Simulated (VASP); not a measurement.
Input of a VASP 6.6.1 run:

File INCAR:

```
SYSTEM = Ru
ALGO = Normal
EDIFF = 1E-6
ENCUT = 520
GGA = PS
ISIF = 2
ISMEAR = -1
LASPH = .True.
LCHARG = .False.
LREAL = .False.
LWAVE = .False.
NBANDS = 13
NELM = 60
PREC = Accurate
SIGMA = 0.1
```

File KPOINTS:

```
k-points
0
Gamma
  15 15 15
  0 0 0
```

Contents of POSCAR:

```
Ru
1.0
    2.2540683885      0.0000000000      0.0000000000
    0.0000000000      2.2540683885      0.0000000000
    0.0000000000      0.0000000000      2.2540683885
Ru
1
Direct
    0.0000000000      0.0000000000      0.0000000000
```

Potentials or basis: VASP PAW PBE potentials, release 64 (Ru_pv).

Command:

```bash
$ cat potpaw_PBE.64/Ru_pv/POTCAR > POTCAR
$ mpirun -np 1 vasp_std > vasp.out
```

Task: What does it give for the band gap on the k mesh?

Result: Zero (band 7 reaches 22.24 eV, above the bottom of band 8 at 14.86 eV).

Task: Predict the pressure.

Result: 140.1 GPa.

Caveat: the PAW data sets were made with another functional, which shifts forces and pressure a little.
